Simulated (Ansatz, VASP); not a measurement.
## MnSb in VASP and in Ansatz

```
Sb Mn
1.0
     0.00000    2.79502    2.79502
     2.79502    0.00000    2.79502
     2.79502    2.79502    0.00000
Sb Mn
1 1
Direct
  0.50000 0.50000 0.50000
  0.00000 0.00000 0.00000
```

Alike in both runs: task single point; functional PBE; k mesh 7 × 7 × 7; occupations fermi-dirac, width 0.05 eV; collinear spin; fixed moment 1 μB.

```csv
,VASP,Ansatz
version,VASP 6.6.1,Ansatz 0.2.0
potentials or method,"VASP PAW PBE potentials, release 64 (Sb_d_GW, Mn_sv)",Ansatz PAW
plane-wave cutoff (eV),680,420
valence electrons in the cell,30,30
```

VASP gave:

| Item | Value |
| --- | --- |
| pressure (GPa) | -12.1 |
| net moment per atom (μB) | 0.50 |
| size of the moment on the site where the two differ most (μB) | 1.20 |

**Question.** Estimate Ansatz's values.

**Answer.** Pressure (GPa): -12.0; net moment per atom (μB): 0.50; size of the moment on the site where the two differ most (μB): 1.25.

Site moments also hang on the region over which each program counts them.

Spin-orbit coupling is off throughout.
